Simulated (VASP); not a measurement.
LuAlN2, 4 atoms in the cell. It takes space group P4/mmm (No. 123, tetragonal). The conventional cell has a = 3.160 Å, b = 3.160 Å, c = 4.467 Å, α = 90.00°, β = 90.00°, γ = 90.00°. Al (site symmetry 4/mmm) has 6 N at 2.23 Å within 3.0 Å. N (site symmetry 4/mmm) has 2 Al at 2.23 Å and 4 Lu at 2.23 Å within 3.0 Å. Within 3.0 Å of N (site symmetry 4/mmm) lie 2 Lu at 2.23 Å and 4 Al at 2.23 Å. Lu (site symmetry 4/mmm) has 6 N at 2.23 Å within 3.0 Å. 

- Program: VASP 6.6.1
- Task: single point
- Functional: PBE
- Potentials or basis: VASP PAW PBE potentials, release 64 (Al, N, Lu)
- Cutoff: 520 eV
- k mesh: 6 × 6 × 6
- Occupations: gaussian, width 0.01 eV
- Spin: no spin polarisation
- Dipole correction: no
- Further INCAR settings: ALGO = Normal; EDIFF = 1e-07; NBANDS = 27

Potentials or basis: VASP PAW PBE potentials, release 64 (Al, N, Lu).

Launch:

```bash
$ cat potpaw_PBE.64/Al/POTCAR potpaw_PBE.64/N/POTCAR potpaw_PBE.64/Lu/POTCAR > POTCAR
$ mpirun -np 1 vasp_std > vasp.out
```

Hardware: 1 thread of Intel Xeon 8259CL (shared host).

**Question.** Estimate the wall time of this run.

**Answer.** Wall time 91 s on 1 thread of Intel Xeon 8259CL, with other jobs on the host, peak memory 0.2 GiB. Counts: scf iterations 16, k points 40.
